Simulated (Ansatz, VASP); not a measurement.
**Two plane-wave programs on PbO2**

```
Pb O
1.0
     0.00000    2.70456    2.70456
     2.70456    0.00000    2.70456
     2.70456    2.70456    0.00000
Pb O
1 2
Direct
  0.00000 0.00000 0.00000
  0.25000 0.25000 0.25000
  0.75000 0.75000 0.75000
```

Alike in both runs: functional PBE; k mesh 14 × 14 × 14; occupations gaussian, width 0.1 eV; no spin polarisation.

Ansatz relaxed the structure, and its values are those at the end. VASP's run is a single point on that final structure, the one shown.

|  | VASP | Ansatz |
| --- | --- | --- |
| version | VASP 6.6.1 | Ansatz 0.2.0 |
| potentials or method | VASP PAW PBE potentials, release 64 (Pb_d, O), cutoff 520 eV | scalar-relativistic, plane waves, PAW |
| valence electrons in the cell | 26 | 26 |

VASP gave:

* gap on the k mesh at the Fermi level (eV): none
* pressure (GPa): 0.1

Question: What did Ansatz give for the same quantities?

Answer: gap on the k mesh at the Fermi level (eV): none; pressure (GPa): -0.1.

A gap of «none» marks a metal or a gap that the smearing closes. The functional is the same, so the differences come from potentials, cutoffs and numerics.

Neither program's run includes spin-orbit coupling.
